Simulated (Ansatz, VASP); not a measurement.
## Two plane-wave programs on Pd

Contents of INCAR:

```
PREC     = Accurate       # precision mode
ENCUT    = 520            # plane-wave cutoff, eV
EDIFF    = 1E-7           # SCF threshold, eV
ISMEAR   = 0              # smearing method
SIGMA    = 0.1            # smearing width, eV
LREAL    = False          # projectors in reciprocal space
LASPH    = True           # aspherical terms in the spheres
NELM     = 80             # most SCF steps
ALGO     = Fast           # electronic algorithm
ISIF     = 2              # what is computed and relaxed
LWAVE    = False          # write WAVECAR
LCHARG   = False          # write CHGCAR
GGA      = PE             # functional
NBANDS   = 11             # bands
```

The input KPOINTS:

```
Automatic mesh
0
Gamma
  18 18 18
```

Contents of POSCAR:

```
Pd
1.0
    0.0000000000      2.0098484296      2.0098484296
    2.0098484296      0.0000000000      2.0098484296
    2.0098484296      2.0098484296      0.0000000000
Pd
1
Direct
    0.0000000000      0.0000000000      0.0000000000
```

Input for Ansatz:

```yaml
crystal:
  lattice:
    - [0.0, 2.0098484296, 2.0098484296]
    - [2.0098484296, 0.0, 2.0098484296]
    - [2.0098484296, 2.0098484296, 0.0]
  atoms:
    - { symbol: Pd, position: [0.0, 0.0, 0.0] }
basis:
  ecutwfc: 420
kpoints:
  mp_grid: { grid: [18, 18, 18] }
hamiltonian:
  xc: pbe
scf:
  occupations: { method: gaussian, width: 0.1 }
output:
  forces: true
  stress: true
  eigenvalues: true
```

Alike in both runs: task single point; functional PBE; k mesh 18 × 18 × 18; occupations gaussian, width 0.1 eV; no spin polarisation.

|  | VASP | Ansatz |
| --- | --- | --- |
| version | VASP 6.6.1 | Ansatz 0.2.0 |
| potentials or method | VASP PAW PBE potentials, release 64 (Pd), cutoff 520 eV | scalar-relativistic, plane waves, PAW |
| valence electrons in the cell | 10 | 18 |

Ansatz gave:

| Quantity | Value |
| --- | --- |
| gap on the k mesh at the Fermi level (eV) | none |
| pressure (GPa) | -8.4 |

Question: Which values does VASP return?

Answer: gap on the k mesh at the Fermi level (eV): none; pressure (GPa): -8.6.

A gap of «none» marks a metal or a gap that the smearing closes. The functional is the same, so the differences come from potentials, cutoffs and numerics. VASP's potentials hold 10 valence electrons a cell and Ansatz's 18, so a difference there can come from the potentials and not from the codes.
